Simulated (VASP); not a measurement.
# AlN (Cm) in VASP: notebook

AlN is run at these levels: PBE; tasks: single point.

Everything below comes from runs of VASP 6.6.1. Logs are shortened: lines on timing, memory, paths and dates and some standing lists are left out, and cuts for length are marked.

### 1 The cell of the first run

The structure is monoclinic, space group Cm (No. 8). The conventional cell has a = 6.226 Å, b = 6.226 Å, c = 4.403 Å, α = 90.00°, β = 90.00°, γ = 90.00°. Al (site symmetry m) has 3 N at 1.62 to 1.90 Å within 2.2 Å. Within 2.5 Å of Al (site symmetry 1) lie 4 N at 1.91 Å. Within 2.5 Å of Al (site symmetry m) lie 4 N at 1.91 Å. Within 2.2 Å of N (site symmetry m) lie 4 Al at 1.62 to 1.91 Å. Within 2.5 Å of N (site symmetry 1) lie 4 Al at 1.90 to 1.91 Å. Within 2.5 Å of N (site symmetry m) lie 4 Al at 1.91 to 2.40 Å.

### 2 Single point, PBE (atom 1 (Al) moved by -0.504 Å along [1 1 0] and -0.126 Å along [0 0 1])

INCAR

```
SYSTEM = AlN
PREC = Accurate
ENCUT = 520
EDIFF = 1E-7
ISMEAR = 0
SIGMA = 0.05
LREAL = .FALSE.
LASPH = .TRUE.
NELM = 100
ALGO = Normal
ISIF = 2
LWAVE = .FALSE.
LCHARG = .FALSE.
GGA = PE
NBANDS = 26
```

KPOINTS

```
Automatic mesh
0
G
  6 6 6
  0 0 0
```

POSCAR

```
AlN
1.0
    4.4025164325      0.0000000000      0.0000000000
    0.0000000000     -4.4025164325      0.0000000000
    0.0000000000      0.0000000000     -4.4025164325
Al N
4 4
Direct
   -0.0809495713      0.0286199954     -0.0809495713
    0.5000000000      0.5000000000      0.0000000000
    0.5000000000      0.0000000000      0.5000000000
    0.0000000000      0.5000000000      0.5000000000
    0.7500000000      0.7500000000      0.7500000000
    0.2500000000      0.2500000000      0.7500000000
    0.2500000000      0.7500000000      0.2500000000
    0.7500000000      0.2500000000      0.2500000000
```

Potentials or basis: VASP PAW PBE potentials, release 64 (Al, N).

The run is started by

```sh
> cat potpaw_PBE.64/Al/POTCAR potpaw_PBE.64/N/POTCAR > POTCAR
> mpirun -np 1 vasp_std > vasp.out
```

OUTCAR:

```text
SYSTEM = AlN
   PREC = Accurate
   ENCUT = 520
   EDIFF = 1E-7
   ISMEAR = 0
   LREAL = .FALSE.
   LASPH = .TRUE.
   NELM = 100
   ISIF = 2
   GGA = PE

 ion  position               nearest neighbor table
   1  0.919  0.029  0.919-   5 1.62   6 1.90   8 1.90   7 2.40   3 2.61   2 2.80   4 2.80   2 2.99
                             4 2.99   3 3.16   3 3.16   4 3.31   2 3.31
   2  0.500  0.500  0.000-   5 1.91   6 1.91   7 1.91   8 1.91   1 2.80   1 2.99   3 3.11   4 3.11
                             3 3.11   4 3.11   3 3.11   3 3.11   4 3.11   4 3.11   1 3.31
   3  0.500  0.000  0.500-   5 1.91   6 1.91   7 1.91   8 1.91   1 2.61   2 3.11   4 3.11   2 3.11
                             2 3.11   4 3.11   2 3.11   4 3.11   4 3.11   1 3.16   1 3.16
   4  0.000  0.500  0.500-   5 1.91   6 1.91   7 1.91   8 1.91   1 2.80   1 2.99   2 3.11   3 3.11
                             2 3.11   3 3.11   2 3.11   3 3.11   2 3.11   3 3.11   1 3.31
   5  0.750  0.750  0.750-   1 1.62   2 1.91   3 1.91   4 1.91
   6  0.250  0.250  0.750-   1 1.90   2 1.91   3 1.91   4 1.91
   7  0.250  0.750  0.250-   2 1.91   3 1.91   4 1.91   1 2.40
   8  0.750  0.250  0.250-   1 1.90   2 1.91   3 1.91   4 1.91

  LATTYP: Found a simple cubic cell.
 ALAT       =     4.4025164325

  Lattice vectors:

 A1 = (   4.4025164325,   0.0000000000,   0.0000000000)
 A2 = (   0.0000000000,  -4.4025164325,   0.0000000000)
 A3 = (   0.0000000000,   0.0000000000,  -4.4025164325)

Analysis of symmetry for initial positions (statically):
=====================================================================
 Subroutine PRICEL returns:
 Original cell was already a primitive cell.

 Routine SETGRP: Setting up the symmetry group for a
 simple cubic supercell.

 Subroutine GETGRP returns: Found  2 space group operations
 (whereof  2 operations were pure point group operations)
 out of a pool of 48 trial point group operations.

The static configuration has the point symmetry C_1h.

Analysis of symmetry for dynamics (positions and initial velocities):
=====================================================================
 Subroutine PRICEL returns:
 Original cell was already a primitive cell.

 Routine SETGRP: Setting up the symmetry group for a
 simple cubic supercell.

 Subroutine GETGRP returns: Found  2 space group operations
 (whereof  2 operations were pure point group operations)
 out of a pool of 48 trial point group operations.

The dynamic configuration has the point symmetry C_1h.

 Subroutine INISYM returns: Found  2 space group operations
 (whereof  2 operations are pure point group operations),
 and found     1 'primitive' translations

----------------------------------------------------------------------------------------

                                     Primitive cell

  volume of cell :      85.3302

  direct lattice vectors                    reciprocal lattice vectors
     4.402516432  0.000000000  0.000000000     0.227142821  0.000000000  0.000000000
     0.000000000 -4.402516432  0.000000000     0.000000000 -0.227142821  0.000000000
     0.000000000  0.000000000 -4.402516432     0.000000000  0.000000000 -0.227142821

  length of vectors
     4.402516432  4.402516432  4.402516432     0.227142821  0.227142821  0.227142821

  position of ions in fractional coordinates (direct lattice)
     0.919050429  0.028619995  0.919050429
     0.500000000  0.500000000  0.000000000
     0.500000000  0.000000000  0.500000000
     0.000000000  0.500000000  0.500000000
     0.750000000  0.750000000  0.750000000
     0.250000000  0.250000000  0.750000000
     0.250000000  0.750000000  0.250000000
     0.750000000  0.250000000  0.250000000

  ion indices of the primitive-cell ions
   primitive index   ion index
                 1           1
                 2           2
                 3           3
                 4           4
                 5           5
                 6           6
                 7           7
                 8           8

----------------------------------------------------------------------------------------

 KPOINTS: Automatic mesh

Automatic generation of k-mesh.
 Grid dimensions read from file:
 generate k-points for:    6    6    6

 Generating k-lattice:

  Cartesian coordinates                     Fractional coordinates (reciprocal lattice)
     0.037857137  0.000000000  0.000000000     0.166666667  0.000000000  0.000000000
     0.000000000 -0.037857137  0.000000000     0.000000000  0.166666667  0.000000000
     0.000000000  0.000000000 -0.037857137     0.000000000  0.000000000  0.166666667

  Length of vectors
     0.037857137  0.037857137  0.037857137

  Shift w.r.t. Gamma in fractional coordinates (k-lattice)
     0.000000000  0.000000000  0.000000000

 Subroutine IBZKPT returns following result:
 ===========================================

 Found     68 irreducible k-points:

 Following reciprocal coordinates:
            Coordinates               Weight
  0.000000  0.000000  0.000000      1.000000
  0.166667  0.000000  0.000000      4.000000
  0.000000  0.166667  0.000000      2.000000
  0.333333  0.000000  0.000000      4.000000
  0.000000  0.333333  0.000000      2.000000
  0.500000  0.000000  0.000000      2.000000
[... 16 lines left out ...]
 -0.333333  0.333333  0.000000      4.000000
 -0.333333  0.000000  0.333333      2.000000
 [... further k-points ...]
   k-points           NKPTS =     68   k-points in BZ     NKDIM =     68   number of bands    NBANDS=     26
   number of dos      NEDOS =    301   number of ions     NIONS =      8
   total plane-waves  NPLWV =  46656
   dimension x,y,z NGX =    36 NGY =   36 NGZ =   36
   dimension x,y,z NGXF=    72 NGYF=   72 NGZF=   72
   ions per type =               4   4
   NGX,Y,Z   is equivalent  to a cutoff of  13.59, 13.59, 13.59 a.u.
   NGXF,Y,Z  is equivalent  to a cutoff of  27.19, 27.19, 27.19 a.u.
 SYSTEM =  AlN
   PREC   = accura    normal or accurate (medium, high low for compatibility)
   ISTART =      0    job   : 0-new  1-cont  2-samecut
   ICHARG =      2    charge: 1-file 2-atom 10-const
   ISPIN  =      1    spin polarized calculation?
   LNONCOLLINEAR =      F non collinear calculations
   LSORBIT =      F    spin-orbit coupling
   LASPH  =      T    aspherical Exc in radial PAW
   ENCUT  =  520.0 eV  38.22 Ry    6.18 a.u.   8.19  8.19  8.19*2*pi/ulx,y,z
   NELM   =    100;   NELMIN=  2; NELMDL= -5     # of ELM steps
   EDIFF  = 0.1E-06   stopping-criterion for ELM
   LREAL  =      F    real-space projection
   EDIFFG = 0.1E-05   stopping-criterion for IOM
   NSW    =      0    number of steps for IOM
   IBRION =     -1    ionic relax: 0-MD 1-quasi-New 2-CG
   NFREE  =      0    steps in history (QN), initial steepest desc. (CG)
   ISIF   =      2    stress and relaxation
   ISYM   =      2    0-nonsym 1-usesym 2-fastsym
   POTIM  = 0.5000    time-step for ionic-motion
   TEBEG  =    0.0;   TEEND  =   0.0 temperature during run
   PSTRESS=    0.0 pullay stress
   NELECT =      32.0000    total number of electrons
   NUPDOWN=      -1.0000    fix difference up-down
   EMIN   =  10.00;   EMAX   =-10.00  energy-range for DOS
   EFERMI =   0.00;   METHOD = LEGACY
   ISMEAR =     0;   SIGMA  =   0.05  broadening in eV -4-tet -1-fermi 0-gaus
   EFERMI_NEDOS =   21; number of points for ismear=-14 and -15
   IALGO  =     38    algorithm
   IMIX   =      4    mixing-type and parameters
     AMIX     =   0.40;   BMIX     =  1.00
     AMIX_MAG =   1.60;   BMIX_MAG =  1.00
  volume/ion in A,a.u.               =      10.67        71.98
  Fermi-wavevector in a.u.,A,eV,Ry     =   1.180567  2.230947 18.962951  1.393738
  Thomas-Fermi vector in A             =   2.316857
   LORBIT       =      0    0 simple, 1 ext, 2 COOP (PROOUT), +10 PAW based schemes
   GGA     = PE    functional components
   LHFCALC =     F    Hartree Fock is set to
   AEXX    =    0.0000 exact exchange contribution
   IVDW    =     0    specifies the selected vdW correction
   LEPSILON=     F    determine dielectric tensor
   LRPA    =     F    only Hartree local field effects (RPA)
 non-spin polarized calculation
 Gauss-broadening in eV      SIGMA  =   0.05
  energy-cutoff  :      520.00
  volume of cell :       85.33
 maximum number of plane-waves:      2325
 NGX is ok and might be reduce to    36
   NGX = 17   NGY = 17   NGZ = 17

 number of electron      31.9999997 magnetization

 Free energy of the ion-electron system (eV)
  ---------------------------------------------------
  ext. energy  EPLUGINS =         0.00000000
  ---------------------------------------------------
  free energy    TOTEN  =       -57.18070006 eV

  energy without entropy =      -57.18070005  energy(sigma->0) =      -57.18070006

 E-fermi :   6.8097     XC(G=0): -10.8248

 val. band max:        6.6509507895   @ k =   0.5000   0.5000   0.5000
 cond. band min:       6.9683853791   @ k =   0.0000   0.0000   0.0000
 fundamental gap:      0.3174345896
 Fermi energy:         6.8096720228

 k-point     1 :       0.0000    0.0000    0.0000
  band No.  band energies     occupation
      1      -9.4285      2.00000
      2      -7.2617      2.00000
      3      -6.6937      2.00000
      4      -5.6212      2.00000
      5       0.5441      2.00000
      6       0.5617      2.00000
[... 18 lines left out ...]
     25      18.1396      0.00000
     26      18.2990      0.00000

 k-point     2 :       0.1667    0.0000    0.0000
  band No.  band energies     occupation
      1      -9.3176      2.00000
      2      -7.3000      2.00000
      3      -6.8047      2.00000
      4      -5.6633      2.00000
      5       0.6720      2.00000
      6       0.7462      2.00000
[... 18 lines left out ...]
     25      18.1422      0.00000
[... 608 lines left out ...]
     25      16.3210      0.00000
     26      16.8399      0.00000

 k-point    24 :      -0.3333    0.0000    0.3333
  band No.  band energies     occupation
      1      -8.6983      2.00000
      2      -7.4506      2.00000
      3      -7.2549      2.00000
      4      -5.9013      2.00000
      5       0.5375      2.00000
      6       1.4002      2.00000
[... 18 lines left out ...]
     25      16.1706      0.00000
     26      16.6249      0.00000

 [... further k-points ...]

------------------------ aborting loop because EDIFF is reached ----------------------------------------

  FORCE on cell =-STRESS in cart. coord.  units (eV):
  Direction    XX          YY          ZZ          XY          YZ          ZX
  --------------------------------------------------------------------------------------
  -------------------------------------------------------------------------------------
  Total        1.7262224      6.5779918      1.7262224     -2.7702681      2.7702681     -2.5651793
  in kB       32.4118914    123.5096675     32.4118914    -52.0150984     52.0150984    -48.1643109
  external PRESSURE =      62.7778167 kB  Pullay stress =       0.0000000 kB

 VOLUME and BASIS-vectors are now :
 -----------------------------------------------------------------------------
  energy-cutoff  :      520.00
  volume of cell :       85.33
      direct lattice vectors                 reciprocal lattice vectors
     4.402516432  0.000000000  0.000000000     0.227142821  0.000000000  0.000000000
     0.000000000 -4.402516432  0.000000000     0.000000000 -0.227142821  0.000000000
     0.000000000  0.000000000 -4.402516432     0.000000000  0.000000000 -0.227142821

 POSITION                                       TOTAL-FORCE (eV/Angst)
 -----------------------------------------------------------------------------------
      4.04613     -0.12600     -4.04613         6.389436     -3.190621     -6.389436
      2.20126     -2.20126      0.00000        -1.656813     -0.799650     -1.210303
      2.20126      0.00000     -2.20126        -1.957464      0.618196      1.957464
      0.00000     -2.20126     -2.20126         1.210303     -0.799650      1.656813
      3.30189     -3.30189     -3.30189        -3.082913      4.231723      3.082913
      1.10063     -1.10063     -3.30189        -0.428294     -0.052162      0.367460
      1.10063     -3.30189     -1.10063        -0.106796      0.044326      0.106796
      3.30189     -1.10063     -1.10063        -0.367460     -0.052162      0.428294
 -----------------------------------------------------------------------------------
    total drift:                                0.000042     -0.000158     -0.000042

  FREE ENERGIE OF THE ION-ELECTRON SYSTEM (eV)
  ---------------------------------------------------
  free  energy   TOTEN  =       -57.1807000623 eV

  energy  without entropy=      -57.1807000513  energy(sigma->0) =      -57.18070006
```

It took 76 s on 1 thread of AMD EPYC 9R45 (Zen 5), shared host; peak memory 0.23 GiB.

What came out:

- Free energy: -57.1807 eV
- Pressure: 6.3 GPa
- Largest force: 9.583 eV/Å
- Band gap on the k mesh: 0.32 eV, indirect (least direct gap 0.40 eV)

Forces on the atoms (eV/Å):
```
Al   6.389 -3.191 -6.389
Al  -1.657 -0.800 -1.210
Al  -1.957  0.618  1.957
Al   1.210 -0.800  1.657
N   -3.083  4.232  3.083
N   -0.428 -0.052  0.367
N   -0.107  0.044  0.107
N   -0.367 -0.052  0.428
```

Caveat: the cell differs from its parent crystal (atom 1 (Al) moved by -0.504 Å along [1 1 0] and -0.126 Å along [0 0 1]); forces of over 1 eV/Å act on the atoms, so gaps and moduli don't describe the material at rest. A k mesh can miss the band edges.

(Part 1 of 2 ends here.)
